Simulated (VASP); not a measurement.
# Ge (Fd-3m) in VASP: notebook

Ge is run at these levels: PBE; tasks: single point.

Everything below comes from runs of VASP 6.6.1. Logs are shortened: lines on timing, memory, paths and dates and some standing lists are left out, and cuts for length are marked.

## Step 1: The cell of the first run

The structure is cubic, space group Fd-3m (No. 227). The conventional cell has a = 4.814 Å, b = 4.814 Å, c = 4.814 Å, α = 90.00°, β = 90.00°, γ = 90.00°. Ge (site symmetry -43m) has 4 Ge at 2.08 Å within 2.8 Å.

## Step 2: Single point, PBE

The input, INCAR:

```
PREC = Accurate
ENCUT = 520
EDIFF = 1E-7
ISMEAR = -1
SIGMA = 0.05
LREAL = F
LASPH = T
NELM = 80
ALGO = Normal
ISIF = 2
LWAVE = F
LCHARG = F
GGA = PE
NBANDS = 21
```

The input, KPOINTS:

```
regular mesh
0
Gamma
  14 14 14
```

The input, POSCAR:

```
Ge
1.0
    0.0000000000      2.4068912901      2.4068912901
    2.4068912901      0.0000000000      2.4068912901
    2.4068912901      2.4068912901      0.0000000000
Ge
2
Direct
   -0.1250000000     -0.1250000000     -0.1250000000
    0.1250000000      0.1250000000      0.1250000000
```

Potentials or basis: VASP PAW PBE potentials, release 64 (Ge_d).

Started as:

```
cat potpaw_PBE.64/Ge_d/POTCAR > POTCAR
mpirun -np 1 vasp_std > vasp.out
```

OUTCAR:

```text
PREC = Accurate
   ENCUT = 520
   EDIFF = 1E-7
   ISMEAR = -1
   LREAL = F
   LASPH = T
   NELM = 80
   ISIF = 2
   GGA = PE

 ion  position               nearest neighbor table
   1  0.875  0.875  0.875-   2 2.08   2 2.08   2 2.08   2 2.08
   2  0.125  0.125  0.125-   1 2.08   1 2.08   1 2.08   1 2.08

  LATTYP: Found a face centered cubic cell.
 ALAT       =     4.8137825802

  Lattice vectors:

 A1 = (   0.0000000000,   2.4068912901,   2.4068912901)
 A2 = (   2.4068912901,   0.0000000000,   2.4068912901)
 A3 = (   2.4068912901,   2.4068912901,   0.0000000000)

Analysis of symmetry for initial positions (statically):
=====================================================================
 Subroutine PRICEL returns:
 Original cell was already a primitive cell.

 Routine SETGRP: Setting up the symmetry group for a
 face centered cubic supercell.

 Subroutine GETGRP returns: Found 48 space group operations
 (whereof 12 operations were pure point group operations)
 out of a pool of 48 trial point group operations.

The static configuration has the point symmetry D_3d.
 The point group associated with its full space group is O_h .

Analysis of symmetry for dynamics (positions and initial velocities):
=====================================================================
 Subroutine PRICEL returns:
 Original cell was already a primitive cell.

 Routine SETGRP: Setting up the symmetry group for a
 face centered cubic supercell.

 Subroutine GETGRP returns: Found 48 space group operations
 (whereof 12 operations were pure point group operations)
 out of a pool of 48 trial point group operations.

The dynamic configuration has the point symmetry D_3d.
 The point group associated with its full space group is O_h .

 Subroutine INISYM returns: Found 48 space group operations
 (whereof 12 operations are pure point group operations),
 and found     1 'primitive' translations

----------------------------------------------------------------------------------------

                                     Primitive cell

  volume of cell :      27.8868

  direct lattice vectors                    reciprocal lattice vectors
     0.000000000  2.406891290  2.406891290    -0.207736844  0.207736844  0.207736844
     2.406891290  0.000000000  2.406891290     0.207736844 -0.207736844  0.207736844
     2.406891290  2.406891290  0.000000000     0.207736844  0.207736844 -0.207736844

  length of vectors
     3.403858306  3.403858306  3.403858306     0.359810768  0.359810768  0.359810768

  position of ions in fractional coordinates (direct lattice)
     0.875000000  0.875000000  0.875000000
     0.125000000  0.125000000  0.125000000

  ion indices of the primitive-cell ions
   primitive index   ion index
                 1           1
                 2           2

----------------------------------------------------------------------------------------

 KPOINTS: regular mesh

Automatic generation of k-mesh.
 Grid dimensions read from file:
 generate k-points for:   14   14   14

 Generating k-lattice:

  Cartesian coordinates                     Fractional coordinates (reciprocal lattice)
    -0.014838346  0.014838346  0.014838346     0.071428571  0.000000000  0.000000000
     0.014838346 -0.014838346  0.014838346     0.000000000  0.071428571  0.000000000
     0.014838346  0.014838346 -0.014838346     0.000000000  0.000000000  0.071428571

  Length of vectors
     0.025700769  0.025700769  0.025700769

  Shift w.r.t. Gamma in fractional coordinates (k-lattice)
     0.000000000  0.000000000  0.000000000

 Subroutine IBZKPT returns following result:
 ===========================================

 Found    104 irreducible k-points:

 Following reciprocal coordinates:
            Coordinates               Weight
  0.000000  0.000000  0.000000      1.000000
  0.071429  0.000000  0.000000      8.000000
  0.142857  0.000000  0.000000      8.000000
  0.214286  0.000000  0.000000      8.000000
  0.285714  0.000000  0.000000      8.000000
  0.357143  0.000000  0.000000      8.000000
[... 16 lines left out ...]
  0.214286  0.142857  0.000000     24.000000
  0.285714  0.142857  0.000000     24.000000
 [... further k-points ...]
   k-points           NKPTS =    104   k-points in BZ     NKDIM =    104   number of bands    NBANDS=     21
   number of dos      NEDOS =    301   number of ions     NIONS =      2
   total plane-waves  NPLWV =  21952
   dimension x,y,z NGX =    28 NGY =   28 NGZ =   28
   dimension x,y,z NGXF=    56 NGYF=   56 NGZF=   56
   ions per type =               2
   NGX,Y,Z   is equivalent  to a cutoff of  13.68, 13.68, 13.68 a.u.
   NGXF,Y,Z  is equivalent  to a cutoff of  27.35, 27.35, 27.35 a.u.
 SYSTEM =  unknown system
   PREC   = accura    normal or accurate (medium, high low for compatibility)
   ISTART =      0    job   : 0-new  1-cont  2-samecut
   ICHARG =      2    charge: 1-file 2-atom 10-const
   ISPIN  =      1    spin polarized calculation?
   LNONCOLLINEAR =      F non collinear calculations
   LSORBIT =      F    spin-orbit coupling
   LASPH  =      T    aspherical Exc in radial PAW
   ENCUT  =  520.0 eV  38.22 Ry    6.18 a.u.   6.33  6.33  6.33*2*pi/ulx,y,z
   NELM   =     80;   NELMIN=  2; NELMDL= -5     # of ELM steps
   EDIFF  = 0.1E-06   stopping-criterion for ELM
   LREAL  =      F    real-space projection
   EDIFFG = 0.1E-05   stopping-criterion for IOM
   NSW    =      0    number of steps for IOM
   IBRION =     -1    ionic relax: 0-MD 1-quasi-New 2-CG
   NFREE  =      0    steps in history (QN), initial steepest desc. (CG)
   ISIF   =      2    stress and relaxation
   ISYM   =      2    0-nonsym 1-usesym 2-fastsym
   POTIM  = 0.5000    time-step for ionic-motion
   TEBEG  =    0.0;   TEEND  =   0.0 temperature during run
   PSTRESS=    0.0 pullay stress
   NELECT =      28.0000    total number of electrons
   NUPDOWN=      -1.0000    fix difference up-down
   EMIN   =  10.00;   EMAX   =-10.00  energy-range for DOS
   EFERMI =   0.00;   METHOD = LEGACY
   ISMEAR =    -1;   SIGMA  =   0.05  broadening in eV -4-tet -1-fermi 0-gaus
   EFERMI_NEDOS =   21; number of points for ismear=-14 and -15
   IALGO  =     38    algorithm
   IMIX   =      4    mixing-type and parameters
     AMIX     =   0.40;   BMIX     =  1.00
     AMIX_MAG =   1.60;   BMIX_MAG =  1.00
  volume/ion in A,a.u.               =      13.94        94.09
  Fermi-wavevector in a.u.,A,eV,Ry     =   1.639310  3.097846 36.563434  2.687337
  Thomas-Fermi vector in A             =   2.730137
   LORBIT       =      0    0 simple, 1 ext, 2 COOP (PROOUT), +10 PAW based schemes
   GGA     = PE    functional components
   LHFCALC =     F    Hartree Fock is set to
   AEXX    =    0.0000 exact exchange contribution
   IVDW    =     0    specifies the selected vdW correction
   LEPSILON=     F    determine dielectric tensor
   LRPA    =     F    only Hartree local field effects (RPA)
 non-spin polarized calculation
  energy-cutoff  :      520.00
  volume of cell :       27.89
 maximum number of plane-waves:       763
 NGX is ok and might be reduce to    28
   NGX = 13   NGY = 13   NGZ = 13

 number of electron      28.0000001 magnetization

 Free energy of the ion-electron system (eV)
  ---------------------------------------------------
  ext. energy  EPLUGINS =         0.00000000
  ---------------------------------------------------
  free energy    TOTEN  =        -4.85125143 eV

  energy without entropy =       -4.84965601  energy(sigma->0) =       -4.85045372

 E-fermi :  10.9041     XC(G=0): -12.4650

 val. band max:       10.8629976599   @ k =   0.5000   0.5000   0.0000
 cond. band min:      10.9253771595   @ k =   0.5000   0.4286   0.0000
 fundamental gap:      0.0623794996
 Fermi energy:        10.9040543677

 k-point     1 :       0.0000    0.0000    0.0000
  band No.  band energies     occupation
      1     -15.2510      2.00000
      2     -15.2510      2.00000
      3     -15.2510      2.00000
      4     -15.1636      2.00000
      5     -15.1636      2.00000
      6     -14.4952      2.00000
[... 13 lines left out ...]
     20      22.0575      0.00000
     21      22.0575      0.00000

 k-point     2 :       0.0714    0.0000    0.0000
  band No.  band energies     occupation
      1     -15.2646      2.00000
      2     -15.2645      2.00000
      3     -15.2487      2.00000
      4     -15.1454      2.00000
      5     -15.1454      2.00000
      6     -14.5020      2.00000
[... 13 lines left out ...]
     20      21.0515      0.00000
     21      21.0515      0.00000

 k-point     3 :       0.1429    0.0000    0.0000
  band No.  band energies     occupation
      1     -15.2872      2.00000
      2     -15.2872      2.00000
      3     -15.2422      2.00000
      4     -15.1102      2.00000
      5     -15.1102      2.00000
      6     -14.5175      2.00000
[... 13 lines left out ...]
     20      20.1726      0.00000
     21      20.1909      0.00000

 k-point     4 :       0.2143    0.0000    0.0000
  band No.  band energies     occupation
      1     -15.3048      2.00000
      2     -15.3048      2.00000
      3     -15.2331      2.00000
      4     -15.0763      2.00000
      5     -15.0763      2.00000
      6     -14.5329      2.00000
[... 13 lines left out ...]
     20      19.9558      0.00000
     21      20.4384      0.00000

 k-point     5 :       0.2857    0.0000    0.0000
  band No.  band energies     occupation
      1     -15.3148      2.00000
      2     -15.3148      2.00000
      3     -15.2231      2.00000
      4     -15.0517      2.00000
      5     -15.0517      2.00000
      6     -14.5432      2.00000
[... 13 lines left out ...]
     20      20.5930      0.00000
     21      21.5184      0.00000
[... 382 lines left out ...]
     20      19.9254      0.00000
     21      20.8996      0.00000

 k-point    22 :       0.1429    0.1429    0.0000
  band No.  band energies     occupation
      1     -15.2998      2.00000
      2     -15.2690      2.00000
      3     -15.2690      2.00000
      4     -15.1215      2.00000
      5     -15.0537      2.00000
      6     -14.6209      2.00000
[... 13 lines left out ...]
     20      20.9133      0.00000
     21      22.4945      0.00000

 k-point    23 :       0.2143    0.1429    0.0000
  band No.  band energies     occupation
      1     -15.3172      2.00000
      2     -15.2809      2.00000
      3     -15.2649      2.00000
      4     -15.0945      2.00000
      5     -15.0129      2.00000
      6     -14.6654      2.00000
[... 13 lines left out ...]
     20      21.9166      0.00000
     21      22.1804      0.00000

 k-point    24 :       0.2857    0.1429    0.0000
  band No.  band energies     occupation
      1     -15.3382      2.00000
      2     -15.2941      2.00000
      3     -15.2456      2.00000
      4     -15.0638      2.00000
      5     -14.9779      2.00000
      6     -14.6972      2.00000
[... 13 lines left out ...]
     20      22.3293      0.00000
     21      22.5065      0.00000

 [... further k-points ...]

------------------------ aborting loop because EDIFF is reached ----------------------------------------

  FORCE on cell =-STRESS in cart. coord.  units (eV):
  Direction    XX          YY          ZZ          XY          YZ          ZX
  --------------------------------------------------------------------------------------
  -------------------------------------------------------------------------------------
  Total       19.1757636     19.1757636     19.1757636     -0.0000000     -0.0000000      0.0000000
  in kB     1101.7012122   1101.7012122   1101.7012122     -0.0000000     -0.0000000      0.0000000
  external PRESSURE =    1101.7012122 kB  Pullay stress =       0.0000000 kB

 VOLUME and BASIS-vectors are now :
 -----------------------------------------------------------------------------
  energy-cutoff  :      520.00
  volume of cell :       27.89
      direct lattice vectors                 reciprocal lattice vectors
     0.000000000  2.406891290  2.406891290    -0.207736844  0.207736844  0.207736844
     2.406891290  0.000000000  2.406891290     0.207736844 -0.207736844  0.207736844
     2.406891290  2.406891290  0.000000000     0.207736844  0.207736844 -0.207736844

 POSITION                                       TOTAL-FORCE (eV/Angst)
 -----------------------------------------------------------------------------------
      4.21206      4.21206      4.21206         0.000000      0.000000      0.000000
      0.60172      0.60172      0.60172        -0.000000     -0.000000     -0.000000
 -----------------------------------------------------------------------------------
    total drift:                                0.000000     -0.000000     -0.000000

  FREE ENERGIE OF THE ION-ELECTRON SYSTEM (eV)
  ---------------------------------------------------
  free  energy   TOTEN  =        -4.8512514286 eV

  energy  without entropy=       -4.8496560054  energy(sigma->0) =       -4.85045372
```

It took 1.8 min on 1 thread of Intel Xeon 8259CL, shared host; peak memory 0.19 GiB.

What came out:

* Free energy: -4.8513 eV
* Pressure: 110.2 GPa
* Band gap on the k mesh: zero (bands 14 and 15 overlap by 0.53 eV)

Levels at points of the mesh, in eV from the Fermi level:
| k point | band 12 | band 13 | band 14 | band 15 | band 16 | band 17 |
| --- | --- | --- | --- | --- | --- | --- |
| (0.00, 0.00, 0.00) | 0.33 | 0.33 | 0.33 | 2.80 | 2.80 | 2.80 |
| (0.50, 0.00, 0.00) | -10.79 | -2.08 | -2.08 | 2.34 | 3.91 | 3.91 |
| (0.50, 0.50, 0.00) | -11.22 | -5.03 | -5.03 | -0.04 | -0.04 | 14.33 |

Caveat: the cell stands under pressure; semilocal functionals underestimate gaps, so a narrow gap can read as zero.

[end of part 1 of 2]
